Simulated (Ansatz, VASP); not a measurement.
# HgTe in VASP and in Ansatz

Contents of INCAR:

```
PREC = Accurate
ENCUT = 520
EDIFF = 1E-6
ISMEAR = 0
SIGMA = 0.1
LREAL = F
LASPH = T
NELM = 80
ALGO = Normal
ISIF = 2
LWAVE = F
LCHARG = T
GGA = PS
LELF = T
LVHAR = T
NBANDS = 16
```

KPOINTS

```
regular mesh
0
Gamma
  12 12 12
```

The input POSCAR:

```
HgTe
1.0
    0.0000000000      3.1320493050      3.1320493050
    3.1320493050      0.0000000000      3.1320493050
    3.1320493050      3.1320493050      0.0000000000
Hg Te
1 1
Direct
    0.0000000000      0.0000000000      0.0000000000
    0.7500000000      0.7500000000      0.7500000000
```

Input for Ansatz:

```yaml
crystal:
  lattice:
    - [0.0, 3.132049305, 3.132049305]
    - [3.132049305, 0.0, 3.132049305]
    - [3.132049305, 3.132049305, 0.0]
  atoms:
    - { symbol: Hg, position: [0.0, 0.0, 0.0] }
    - { symbol: Te, position: [0.75, 0.75, 0.75] }
basis:
  ecutwfc: 420
kpoints:
  mp_grid: { grid: [12, 12, 12] }
hamiltonian:
  xc: pbesol
scf:
  occupations: { method: gaussian, width: 0.1 }
output:
  forces: true
  stress: true
  eigenvalues: true
  populations: true
```

Alike in both runs: task single point; functional PBEsol; k mesh 12 × 12 × 12; occupations gaussian, width 0.1 eV; no spin polarisation.

```csv
,VASP,Ansatz
version,VASP 6.6.1,Ansatz 0.2.0
potentials or method,"VASP PAW PBE potentials, release 64 (Hg, Te), cutoff 520 eV","scalar-relativistic, plane waves, PAW"
valence electrons in the cell,18,36
```

Ansatz gave:

- gap on the k mesh at the Fermi level (eV): none
- pressure (GPa): 6.5

Problem. Which values does VASP return?

Solution. gap on the k mesh at the Fermi level (eV): none; pressure (GPa): 6.7.

VASP's potentials were made for PBE, not for PBEsol. A gap of «none» marks a metal or a gap that the smearing closes. With one functional, cell and mesh, what is left measures potentials, basis and numerics. VASP's potentials hold 18 valence electrons a cell and Ansatz's 36, so a difference there can come from the potentials and not from the codes.

Spin-orbit coupling is off throughout.
